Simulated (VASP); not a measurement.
A run of VASP 6.6.1:

INCAR

```
PREC = Accurate ; ENCUT = 520
EDIFF = 1E-7 ; ISMEAR = -1
SIGMA = 0.02 ; LREAL = False
LASPH = True ; NELM = 80
ALGO = Normal ; ISIF = 2
LWAVE = False ; LCHARG = True
GGA = PE ; LELF = True
LVHAR = True ; NBANDS = 24
```

The input KPOINTS:

```
Automatic mesh
0
Gamma
  6 6 6
```

POSCAR

```
KF
1.0
    4.4850021855      0.0000000000      0.0000000000
   -2.2425010928      3.8841258287      0.0000000000
    0.0000000000      0.0000000000      5.2712956390
K F
2 2
Direct
    0.3333333333      0.6666666667     -0.0625000000
    0.6666666667      0.3333333333      0.4375000000
    0.3333333333      0.6666666667      0.4375000000
    0.6666666667      0.3333333333      0.9375000000
```

Potentials or basis: VASP PAW PBE potentials, release 64 (K_sv, F).

Run with:

```sh
$ cat potpaw_PBE.64/K_sv/POTCAR potpaw_PBE.64/F/POTCAR > POTCAR
$ mpirun -np 1 vasp_std > vasp.out
```

Hardware: 1 thread of Intel Xeon 8259CL (shared host).

Problem. How long does it take, and how much memory?

Solution. Run time: 70 s on 1 thread of Intel Xeon 8259CL, on a shared host, peak memory 0.24 GiB. Counts: scf iterations 16, k points 28.
